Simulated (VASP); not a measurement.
# GaP4 (P4/mmm) in VASP: further runs

The runs below take GaP4 through relaxation of cell and atoms, single point, with PBE.

Program: VASP 6.6.1. These are calculated values, not measurements. Logs are shortened: lines on timing, memory, paths and dates and some standing lists are left out, and cuts for length are marked.

**1. The cell of the first run**

Symmetry: P4/mmm, No. 123, tetragonal system. The conventional cell has a = 4.832 Å, b = 4.832 Å, c = 4.311 Å, α = 90.00°, β = 90.00°, γ = 90.00°. Within 3.4 Å of Ga (site symmetry 4/mmm) lie 8 P at 2.61 Å. Within 2.6 Å of P (site symmetry m2m) lie 3 P at 2.00 to 2.01 Å.

**2. Relaxation of cell and atoms, PBE**

File INCAR:

```
SYSTEM = GaP4
ALGO = Normal
EDIFF = 1E-6
EDIFFG = -0.04
ENCUT = 600
GGA = PE
IBRION = 2
ISIF = 3
ISMEAR = 0
LASPH = .TRUE.
LCHARG = .FALSE.
LREAL = .FALSE.
LWAVE = .FALSE.
NELM = 80
NSW = 90
PREC = Accurate
SIGMA = 0.1
```

File KPOINTS:

```
k-points
0
G
  4 4 4
  0 0 0
```

File POSCAR:

```
GaP4
1.0
    4.8320610900      0.0000000000      0.0000000000
    0.0000000000      4.8320610900      0.0000000000
    0.0000000000      0.0000000000      4.3112588300
Ga P
1 4
Direct
    0.0000000000      0.0000000000      0.0000000000
    0.7935509600      0.5000000000      0.0000000000
    0.2064490400      0.5000000000      0.0000000000
    0.5000000000      0.7935509600      0.0000000000
    0.5000000000      0.2064490400      0.0000000000
```

Potentials or basis: VASP PAW PBE potentials, release 64 (Ga_d, P).

Run with:

```bash
cat potpaw_PBE.64/Ga_d/POTCAR potpaw_PBE.64/P/POTCAR > POTCAR
mpirun -np 1 vasp_std > vasp.out
```

OUTCAR:

```text
SYSTEM = GaP4
   EDIFF = 1E-6
   EDIFFG = -0.04
   ENCUT = 600
   GGA = PE
   IBRION = 2
   ISIF = 3
   ISMEAR = 0
   LASPH = .TRUE.
   LREAL = .FALSE.
   NELM = 80
   NSW = 90
   PREC = Accurate

 ion  position               nearest neighbor table
   1  0.000  0.000  0.000-   2 2.61   3 2.61   4 2.61   5 2.61   2 2.61   3 2.61   4 2.61   5 2.61

   2  0.794  0.500  0.000-   3 2.00   4 2.01   5 2.01   1 2.61   1 2.61   3 2.84
   3  0.206  0.500  0.000-   2 2.00   4 2.01   5 2.01   1 2.61   1 2.61   2 2.84
   4  0.500  0.794  0.000-   5 2.00   3 2.01   2 2.01   1 2.61   1 2.61   5 2.84
   5  0.500  0.206  0.000-   4 2.00   3 2.01   2 2.01   1 2.61   1 2.61   4 2.84

  LATTYP: Found a simple tetragonal cell.
 ALAT       =     4.8320610900
 C/A-ratio  =     0.8922194380

  Lattice vectors:

 A1 = (   4.8320610900,   0.0000000000,   0.0000000000)
 A2 = (   0.0000000000,   4.8320610900,   0.0000000000)
 A3 = (   0.0000000000,   0.0000000000,   4.3112588300)

Analysis of symmetry for initial positions (statically):
=====================================================================
 Subroutine PRICEL returns:
 Original cell was already a primitive cell.

 Routine SETGRP: Setting up the symmetry group for a
 simple tetragonal supercell.

 Subroutine GETGRP returns: Found 16 space group operations
 (whereof 16 operations were pure point group operations)
 out of a pool of 16 trial point group operations.

The static configuration has the point symmetry D_4h.

Analysis of symmetry for dynamics (positions and initial velocities):
=====================================================================
 Subroutine PRICEL returns:
 Original cell was already a primitive cell.

 Routine SETGRP: Setting up the symmetry group for a
 simple tetragonal supercell.

 Subroutine GETGRP returns: Found 16 space group operations
 (whereof 16 operations were pure point group operations)
 out of a pool of 16 trial point group operations.

The dynamic configuration has the point symmetry D_4h.

 Subroutine INISYM returns: Found 16 space group operations
 (whereof 16 operations are pure point group operations),
 and found     1 'primitive' translations

----------------------------------------------------------------------------------------

                                     Primitive cell

  volume of cell :     100.6628

  direct lattice vectors                    reciprocal lattice vectors
     4.832061090  0.000000000  0.000000000     0.206951026  0.000000000  0.000000000
     0.000000000  4.832061090  0.000000000     0.000000000  0.206951026  0.000000000
     0.000000000  0.000000000  4.311258830     0.000000000  0.000000000  0.231950815

  length of vectors
     4.832061090  4.832061090  4.311258830     0.206951026  0.206951026  0.231950815

  position of ions in fractional coordinates (direct lattice)
     0.000000000  0.000000000  0.000000000
     0.793550960  0.500000000  0.000000000
     0.206449040  0.500000000  0.000000000
     0.500000000  0.793550960  0.000000000
     0.500000000  0.206449040  0.000000000

  ion indices of the primitive-cell ions
   primitive index   ion index
                 1           1
                 2           2
                 3           3
                 4           4
                 5           5

----------------------------------------------------------------------------------------

 KPOINTS: k-points

Automatic generation of k-mesh.
 Grid dimensions read from file:
 generate k-points for:    4    4    4

 Generating k-lattice:

  Cartesian coordinates                     Fractional coordinates (reciprocal lattice)
     0.051737756  0.000000000  0.000000000     0.250000000  0.000000000  0.000000000
     0.000000000  0.051737756  0.000000000     0.000000000  0.250000000  0.000000000
     0.000000000  0.000000000  0.057987704     0.000000000  0.000000000  0.250000000

  Length of vectors
     0.051737756  0.051737756  0.057987704

  Shift w.r.t. Gamma in fractional coordinates (k-lattice)
     0.000000000  0.000000000  0.000000000

 Subroutine IBZKPT returns following result:
 ===========================================

 Found     18 irreducible k-points:

 Following reciprocal coordinates:
            Coordinates               Weight
  0.000000  0.000000  0.000000      1.000000
  0.250000  0.000000  0.000000      4.000000
  0.500000  0.000000  0.000000      2.000000
  0.250000  0.250000  0.000000      4.000000
  0.500000  0.250000  0.000000      4.000000
  0.500000  0.500000  0.000000      1.000000
[... 10 lines left out ...]
  0.500000  0.250000  0.500000      4.000000
  0.500000  0.500000  0.500000      1.000000
   k-points           NKPTS =     18   k-points in BZ     NKDIM =     18   number of bands    NBANDS=     20
   number of dos      NEDOS =    301   number of ions     NIONS =      5
   total plane-waves  NPLWV =  57600
   dimension x,y,z NGX =    40 NGY =   40 NGZ =   36
   dimension x,y,z NGXF=    80 NGYF=   80 NGZF=   72
   ions per type =               1   4
   NGX,Y,Z   is equivalent  to a cutoff of  13.76, 13.76, 13.88 a.u.
   NGXF,Y,Z  is equivalent  to a cutoff of  27.52, 27.52, 27.76 a.u.
 SYSTEM =  GaP4
   PREC   = accura    normal or accurate (medium, high low for compatibility)
   ISTART =      0    job   : 0-new  1-cont  2-samecut
   ICHARG =      2    charge: 1-file 2-atom 10-const
   ISPIN  =      1    spin polarized calculation?
   LNONCOLLINEAR =      F non collinear calculations
   LSORBIT =      F    spin-orbit coupling
   LASPH  =      T    aspherical Exc in radial PAW
   ENCUT  =  600.0 eV  44.10 Ry    6.64 a.u.   9.65  9.65  8.61*2*pi/ulx,y,z
   NELM   =     80;   NELMIN=  2; NELMDL= -5     # of ELM steps
   EDIFF  = 0.1E-05   stopping-criterion for ELM
   LREAL  =      F    real-space projection
   EDIFFG = -.4E-01   stopping-criterion for IOM
   NSW    =     90    number of steps for IOM
   IBRION =      2    ionic relax: 0-MD 1-quasi-New 2-CG
   NFREE  =      1    steps in history (QN), initial steepest desc. (CG)
   ISIF   =      3    stress and relaxation
   ISYM   =      2    0-nonsym 1-usesym 2-fastsym
   POTIM  = 0.5000    time-step for ionic-motion
   TEBEG  =    0.0;   TEEND  =   0.0 temperature during run
   PSTRESS=    0.0 pullay stress
   NELECT =      33.0000    total number of electrons
   NUPDOWN=      -1.0000    fix difference up-down
   EMIN   =  10.00;   EMAX   =-10.00  energy-range for DOS
   EFERMI =   0.00;   METHOD = LEGACY
   ISMEAR =     0;   SIGMA  =   0.10  broadening in eV -4-tet -1-fermi 0-gaus
   EFERMI_NEDOS =   21; number of points for ismear=-14 and -15
   IALGO  =     38    algorithm
   IMIX   =      4    mixing-type and parameters
     AMIX     =   0.40;   BMIX     =  1.00
     AMIX_MAG =   1.60;   BMIX_MAG =  1.00
  volume/ion in A,a.u.               =      20.13       135.86
  Fermi-wavevector in a.u.,A,eV,Ry     =   1.128816  2.133153 17.336892  1.274226
  Thomas-Fermi vector in A             =   2.265507
   LORBIT       =      0    0 simple, 1 ext, 2 COOP (PROOUT), +10 PAW based schemes
   GGA     = PE    functional components
   LHFCALC =     F    Hartree Fock is set to
   AEXX    =    0.0000 exact exchange contribution
   IVDW    =     0    specifies the selected vdW correction
   LEPSILON=     F    determine dielectric tensor
   LRPA    =     F    only Hartree local field effects (RPA)
 conjugate gradient relaxation of ions
 non-spin polarized calculation
 Gauss-broadening in eV      SIGMA  =   0.10
  energy-cutoff  :      600.00
  volume of cell :      100.66
 maximum number of plane-waves:      3402
 NGX is ok and might be reduce to    40
   NGX = 19   NGY = 19   NGZ = 17

--------------------------------------- Ionic step        1  -------------------------------------------

 number of electron      33.0000013 magnetization

 Free energy of the ion-electron system (eV)
  ---------------------------------------------------
  ext. energy  EPLUGINS =         0.00000000
  ---------------------------------------------------
  free energy    TOTEN  =       -18.28467029 eV

  energy without entropy =      -18.27083596  energy(sigma->0) =      -18.27775312

 E-fermi :   5.7195     XC(G=0):  -9.2100

 val. band max:        5.7171997645   @ k =   0.5000   0.2500   0.5000
 cond. band min:       5.7445300356   @ k =   0.2500   0.0000   0.0000
 fundamental gap:      0.0273302711
 Fermi energy:         5.7194560094

 k-point     1 :       0.0000    0.0000    0.0000
  band No.  band energies     occupation
      1     -11.7279      2.00000
      2      -9.6878      2.00000
      3      -9.5602      2.00000
      4      -9.5008      2.00000
      5      -9.5008      2.00000
      6      -9.4697      2.00000
[... 12 lines left out ...]
     19       7.0524      0.00000
     20       8.2364      0.00000
[... 489 lines left out ...]
 POSITION                                       TOTAL-FORCE (eV/Angst)
 -----------------------------------------------------------------------------------
      0.00000      0.00000      0.00000         0.000000     -0.000000      0.000000
      4.37617      2.73197      0.00000        -0.295601     -0.000000     -0.000000
      1.08777      2.73197      0.00000         0.295601     -0.000000      0.000000
      2.73197      4.37617      0.00000        -0.000000     -0.295601     -0.000000
      2.73197      1.08777      0.00000         0.000000      0.295601      0.000000
 -----------------------------------------------------------------------------------
    total drift:                               -0.000000     -0.000000     -0.000000

  FREE ENERGIE OF THE ION-ELECTRON SYSTEM (eV)
  ---------------------------------------------------
  free  energy   TOTEN  =       -20.9553038588 eV

  energy  without entropy=      -20.9343997517  energy(sigma->0) =      -20.94485181

[... ionic steps 4 to 17 ...]

--------------------------------------- Ionic step       18  -------------------------------------------

 number of electron      33.0000007 magnetization

------------------------ aborting loop because EDIFF is reached ----------------------------------------

  FORCE on cell =-STRESS in cart. coord.  units (eV):
  Direction    XX          YY          ZZ          XY          YZ          ZX
  --------------------------------------------------------------------------------------
  -------------------------------------------------------------------------------------
  Total       -0.1784326     -0.1784326     -0.0288941      0.0000000     -0.0000000      0.0000000
  in kB       -2.3272552     -2.3272552     -0.3768591      0.0000000     -0.0000000      0.0000000
  external PRESSURE =      -1.6771232 kB  Pullay stress =       0.0000000 kB

 VOLUME and BASIS-vectors are now :
 -----------------------------------------------------------------------------
  energy-cutoff  :      600.00
  volume of cell :      122.84
      direct lattice vectors                 reciprocal lattice vectors
     5.501802619  0.000000000  0.000000000     0.181758611  0.000000000 -0.000000000
     0.000000000  5.501802619  0.000000000     0.000000000  0.181758611 -0.000000000
     0.000000000  0.000000000  4.058175869     0.000000000 -0.000000000  0.246416132
[... 40 lines left out ...]
 POSITION                                       TOTAL-FORCE (eV/Angst)
 -----------------------------------------------------------------------------------
      5.49952      5.49952      0.00000         0.000000     -0.000000      0.000000
      4.38894      2.74976      4.04769        -0.067196     -0.000000     -0.000000
      1.11058      2.74976      0.00000         0.067196     -0.000000      0.000000
      2.74976      4.38894      4.04769         0.000000     -0.067196     -0.000000
      2.74976      1.11058      0.00000         0.000000      0.067196      0.000000
 -----------------------------------------------------------------------------------
    total drift:                               -0.000000      0.000000     -0.000000

  FREE ENERGIE OF THE ION-ELECTRON SYSTEM (eV)
  ---------------------------------------------------
  free  energy   TOTEN  =       -20.9880936801 eV

  energy  without entropy=      -20.9683098602  energy(sigma->0) =      -20.97820177

--------------------------------------- Ionic step       20  -------------------------------------------

 number of electron      33.0000004 magnetization

 Free energy of the ion-electron system (eV)
  ---------------------------------------------------
  ext. energy  EPLUGINS =         0.00000000
  ---------------------------------------------------
  free energy    TOTEN  =       -20.98932587 eV

  energy without entropy =      -20.96722442  energy(sigma->0) =      -20.97827515

 E-fermi :   3.8997     XC(G=0):  -8.8086

 val. band max:        3.8694536442   @ k =   0.0000   0.0000   0.2500
 cond. band min:       3.9048163694   @ k =   0.5000   0.2500   0.0000
 fundamental gap:      0.0353627253
 Fermi energy:         3.8996593210

 k-point     1 :       0.0000    0.0000    0.0000
  band No.  band energies     occupation
      1     -11.3859      2.00000
      2     -11.2992      2.00000
      3     -11.2992      2.00000
      4     -11.2874      2.00000
      5     -11.2698      2.00000
      6     -10.3950      2.00000
[... 12 lines left out ...]
     19       6.8719      0.00000
     20       7.0384      0.00000
[... 411 lines left out ...]
 POSITION                                       TOTAL-FORCE (eV/Angst)
 -----------------------------------------------------------------------------------
      0.00000      0.00000      0.00000        -0.000000     -0.000000     -0.000000
      4.37780      2.74644      0.00000        -0.012494     -0.000000     -0.000000
      1.11508      2.74644      0.00000         0.012494      0.000000      0.000000
      2.74644      4.37780      0.00000        -0.000000     -0.012494     -0.000000
      2.74644      1.11508      0.00000        -0.000000      0.012494      0.000000
 -----------------------------------------------------------------------------------
    total drift:                               -0.000000     -0.000000      0.000000

  FREE ENERGIE OF THE ION-ELECTRON SYSTEM (eV)
  ---------------------------------------------------
  free  energy   TOTEN  =       -20.9893258711 eV

  energy  without entropy=      -20.9672244229  energy(sigma->0) =      -20.97827515

 reached required accuracy - stopping structural energy minimisation
```

Wall time 17 min (1 thread of AMD EPYC, shared host); peak memory 0.22 GiB.

What came out:

```
Free energy                            : -20.9893 eV
Relaxed volume                         : 24.24 Å³/atom
Relaxed cell                           : a = 5.493 Å, b = 5.493 Å, c = 4.017 Å, α = 90.00°, β = 90.00°, γ = 90.00°
Space group after relaxing (to 0.05 Å) : P4/mmm (No. 123)
Energy gained by relaxing              : 540.9 meV/atom
Ionic steps                            : 20
Pressure after relaxing                : 0.0 GPa
Largest force after relaxing           : 0.012 eV/Å
```

Forces on the atoms (eV/Å):
```
Ga   0.000  0.000  0.000
P   -0.012  0.000  0.000
P    0.012  0.000  0.000
P    0.000 -0.012  0.000
P    0.000  0.012  0.000
```

The path:
| step | energy change (eV) | largest force (eV/Å) | pressure (GPa) | volume (Å³) |
| --- | --- | --- | --- | --- |
| 1 | 0.0000 | 1.1836 | 26.66 | 100.66 |
| 2 | -1.7067 | 0.9343 | -7.06 | 155.12 |
| 3 | -2.6706 | 0.2956 | 0.77 | 128.16 |
| 4 | -2.6758 | 0.2141 | -0.50 | 130.66 |
| 5 | -2.6773 | 0.2436 | -0.08 | 129.85 |
| 6 | -2.6884 | 0.1813 | -0.29 | 129.67 |
| 7 | -2.6931 | 0.0515 | -0.37 | 129.52 |
| 8 | -2.6936 | 0.0031 | -0.39 | 129.46 |
| 9 | -2.6948 | 0.0604 | 0.03 | 128.08 |
| 10 | -2.6949 | 0.0488 | -0.04 | 128.35 |
| 11 | -2.6962 | 0.0326 | -0.03 | 127.73 |
| 12 | -2.6992 | 0.0337 | 0.07 | 125.85 |
| 13 | -2.6977 | 0.1861 | 0.39 | 122.13 |
| 14 | -2.7000 | 0.0927 | 0.17 | 124.51 |
| 15 | -2.7008 | 0.0919 | 0.12 | 124.28 |
| 16 | -2.7022 | 0.0903 | -0.02 | 123.57 |
| 17 | -2.7020 | 0.0979 | -0.31 | 122.14 |
| 18 | -2.7026 | 0.0914 | -0.17 | 122.84 |
| 19 | -2.7034 | 0.0672 | -0.12 | 122.42 |
| 20 | -2.7047 | 0.0125 | 0.03 | 121.21 |

Final structure:
```
CELL_PARAMETERS angstrom
5.49287 0.00000 0.00000
0.00000 5.49287 0.00000
0.00000 0.00000 4.01723
ATOMIC_POSITIONS crystal
Ga 0.00000 0.00000 0.00000
P 0.79700 0.50000 0.00000
P 0.20300 0.50000 0.00000
P 0.50000 0.79700 0.00000
P 0.50000 0.20300 0.00000
```

Caveat: the k points lie up to 0.39 Å⁻¹ apart in the final cell; the volume moved by over 15 % at a fixed basis, so the end points are rough.

(Continued in part 2 of 2.)
